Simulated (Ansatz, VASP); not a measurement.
**Re: VASP beside Ansatz**

```
Re
1.0
     0.00000    1.98156    1.98156
     1.98156    0.00000    1.98156
     1.98156    1.98156    0.00000
Re
1
Direct
  0.00000 0.00000 0.00000
```

Change from the starting cell: volume scaled by 1.01.

Alike in both runs: task single point; functional PBEsol; k mesh 14 × 14 × 14; occupations fermi-dirac, width 0.05 eV; no spin polarisation.

```csv
,VASP,Ansatz
version,VASP 6.6.1,Ansatz 0.2.0
potentials or method,"VASP PAW PBE potentials, release 64 (Re), cutoff 520 eV","all-electron LAPW, scalar-relativistic"
```

```tsv
	VASP	Ansatz	Ansatz less VASP
pressure (GPa)	-21.9	-21.3	+0.61
```

VASP's potentials were made for PBE, not for PBEsol. Ansatz ran all-electron here, and VASP with PAW potentials.

Spin-orbit coupling is off throughout.
